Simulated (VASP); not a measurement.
Here is a VASP 6.6.1 calculation.

The input POSCAR:

```
Re
1.0
    2.7608000000      0.0000000000      0.0000000000
   -1.3804000000      2.3909229348      0.0000000000
    0.0000000000      0.0000000000      4.4582000000
Re
2
Direct
    0.6666666667      0.3333333333      0.7500000000
    0.3333333333      0.6666666667      0.2500000000
```

File INCAR.step1:

```
SYSTEM = Re
PREC = Accurate
ENCUT = 410
EDIFF = 1E-5
ISMEAR = -1
SIGMA = 0.05
LREAL = .False.
LASPH = .True.
NELM = 120
ALGO = Normal
ISIF = 2
LWAVE = .True.
LCHARG = .False.
GGA = PE
NBANDS = 22
GGA_COMPAT = .False.
```

The input INCAR.step2:

```
SYSTEM = Re
PREC = Accurate
ENCUT = 410
EDIFF = 1E-6
ISMEAR = -1
SIGMA = 0.05
LREAL = .False.
LASPH = .True.
NELM = 120
ALGO = Normal
ISIF = 2
LWAVE = .False.
LCHARG = .False.
GGA = PE
LHFCALC = .True.
AEXX = 0.25
PRECFOCK = Normal
ISTART = 1
NBANDS = 22
GGA_COMPAT = .False.
```

The input KPOINTS:

```
Automatic mesh
0
Gamma
  6 6 3
  0 0 0
```

Potentials or basis: VASP PAW PBE potentials, release 64 (Re_sv_GW).

The run is started by

```console
$ cat potpaw_PBE.64/Re_sv_GW/POTCAR > POTCAR
$ cp INCAR.step1 INCAR
$ mpirun -np 1 vasp_std > vasp.out
$ cp INCAR.step2 INCAR
$ mpirun -np 1 vasp_std > vasp.out
```

**Question.** Predict the pressure.

**Answer.** -10.1 GPa.

**Question.** Estimate the band gap on the k mesh.

**Answer.** Zero (bands 15 and 16 overlap by 3.81 eV).

Stress tensor (GPa, compression positive):
```
 -6.98   0.00   0.00
  0.00  -6.98   0.00
  0.00   0.00 -16.22
```

Caveat: the k points lie up to 0.47 Å⁻¹ apart, too coarse for converged energies and pressures of a metal; the PAW data sets were made with another functional, which shifts forces and pressure a little; spin-orbit coupling is left out, which moves the levels of the heavy elements.
